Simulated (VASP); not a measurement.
Here is a VASP 6.6.1 calculation.

The input INCAR:

```
SYSTEM = KF
PREC     = Accurate       ! precision mode
ENCUT    = 520            ! plane-wave cutoff, eV
EDIFF    = 1E-6           ! SCF threshold, eV
ISMEAR   = 0              ! smearing method
SIGMA    = 0.02           ! smearing width, eV
LREAL    = .False.        ! projectors in reciprocal space
LASPH    = .True.         ! aspherical terms in the spheres
NELM     = 80             ! most SCF steps
ALGO     = Normal         ! electronic algorithm
ISIF     = 2              ! what is computed and relaxed
LWAVE    = .False.        ! write WAVECAR
LCHARG   = .False.        ! write CHGCAR
GGA      = PE             ! functional
NBANDS   = 15             ! bands
```

KPOINTS

```
regular mesh
0
Gamma
  8 8 8
  0 0 0
```

POSCAR

```
KF
1.0
    2.0167093966      1.1643477130      3.2937127268
   -2.0167093966      1.1643477130      3.2937127268
    0.0000000000     -2.3286954260      3.2937127268
K F
1 1
Direct
    0.2493696479      0.2493696479      0.2493696479
   -0.0006130279     -0.0006130279     -0.0006130279
```

Potentials or basis: VASP PAW PBE potentials, release 64 (K_sv, F).

The run is started by

```sh
$ cat potpaw_PBE.64/K_sv/POTCAR potpaw_PBE.64/F/POTCAR > POTCAR
$ mpirun -np 1 vasp_std > vasp.out
```

(1) Estimate the pressure.

(2) What does it give for the band gap on the k mesh?

Results:

(1) 3.6 GPa.

(2) 5.39 eV (least direct gap 5.68 eV).

Caveat: the cell stands under pressure.
